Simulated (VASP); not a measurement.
Input of a VASP 6.6.1 run:

INCAR

```
SYSTEM = Pt
PREC = Accurate
ENCUT = 520
EDIFF = 1E-6
ISMEAR = 0
SIGMA = 0.15
LREAL = .FALSE.
LASPH = .TRUE.
NELM = 60
ALGO = Fast
ISIF = 2
LWAVE = .FALSE.
LCHARG = .TRUE.
GGA = PE
LELF = .TRUE.
LVHAR = .TRUE.
NBANDS = 11
```

KPOINTS

```
Automatic mesh
0
G
  24 24 24
  0 0 0
```

File POSCAR:

```
Pt
1.0
    0.0000000000      2.0130809107      1.8520344378
    2.0130809107      0.0000000000      1.8520344378
    2.0130809107      2.0130809107      0.0000000000
Pt
1
Direct
    0.0000000000      0.0000000000      0.0000000000
```

Potentials or basis: VASP PAW PBE potentials, release 64 (Pt).

Run with:

```sh
$ cat potpaw_PBE.64/Pt/POTCAR > POTCAR
$ mpirun -np 1 vasp_std > vasp.out
```

Estimate the band gap on the k mesh.

zero (bands 5 and 6 overlap by 2.64 eV).

Estimate the pressure.

11.6 GPa.

Stress tensor (GPa, compression positive):
```
 9.57  0.00  0.00
 0.00  9.57  0.00
 0.00  0.00 15.57
```

Caveat: the cell stands under pressure; spin-orbit coupling is left out, which moves the levels of the heavy elements.
